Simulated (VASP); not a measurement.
Crystal: CdP.

```
Cd P
1.0
     2.11927   -5.76724    0.00000
     2.11927    5.76724    0.00000
     0.00000    0.00000    3.40874
Cd P
2 2
Direct
  0.83632 0.16368 0.25000
  0.16368 0.83632 0.75000
  0.57163 0.42837 0.25000
  0.42837 0.57163 0.75000
```

| Property | Result |
| --- | --- |
| Program | VASP 6.6.1 |
| Task | relaxation of cell and atoms |
| Functional | PBE |
| Potentials or basis | VASP PAW PBE potentials, release 64 (Cd, P) |
| Cutoff | 600 eV |
| k mesh | 4 × 4 × 6 |
| Occupations | gaussian, width 0.1 eV |
| Spin | no spin polarisation |

At the start: pressure -0.6 GPa; volume 20.83 Å³/atom.

Where does the relaxation end?

Over 53 steps the energy falls by 114.5 meV/atom and the volume is 21.19 Å³/atom (+1.7 %); space group Cmcm (No. 63, to 0.1 Å) before and after.

Step by step:
```tsv
step	energy change (eV)	largest force (eV/Å)	pressure (GPa)	volume (Å³)
1	0.0000	0.1583	-0.56	83.33
3	-0.0057	0.0368	0.52	82.11
5	-0.0281	0.0187	0.73	82.79
7	-0.0356	0.1116	0.99	83.13
9	-0.0403	0.0212	0.14	84.67
11	-0.0428	0.0726	-0.26	85.05
13	-0.0455	0.0478	0.17	84.44
15	-0.0562	0.2466	2.39	81.66
17	-0.0562	0.2964	2.67	81.31
19	-0.0565	0.3003	2.69	81.28
21	-0.0576	0.3152	2.82	81.11
23	-0.0607	0.3095	3.39	80.46
25	-0.0632	0.3395	3.82	79.91
27	-0.0774	0.3218	3.77	79.79
29	-0.0830	0.3920	3.69	79.04
31	-0.0943	0.2868	3.65	79.43
33	-0.1389	0.1892	2.41	80.69
35	-0.2069	0.7926	-2.08	86.46
37	-0.2962	0.9989	-2.51	88.06
39	-0.3132	1.0728	-2.51	88.71
41	-0.3840	0.1899	0.47	86.02
43	-0.4035	0.1566	0.04	86.63
45	-0.4134	0.1191	-0.34	86.91
47	-0.3918	0.9467	-2.80	87.72
49	-0.4406	0.2499	-1.54	86.95
51	-0.4523	0.2850	-0.91	85.54
53	-0.4579	0.0257	-0.08	84.75
```

Final structure:
```xyz
4
Lattice="1.8311 -7.3509 0.0000 1.8311 7.3509 0.0000 0.0000 0.0000 3.1481" Properties=species:S:1:pos:R:3 pbc="T T T"
Cd    1.8311   -4.7147    0.7870
Cd    1.8311    4.7147    2.3611
P     1.8311   -0.7534    0.7870
P     1.8311    0.7534    2.3611
```

Caveat: the k points lie up to 0.44 Å⁻¹ apart in the final cell, too coarse for converged energies and pressures of a metal; a cell axis changed by over 15 % at a fixed basis, so the end point is rough.
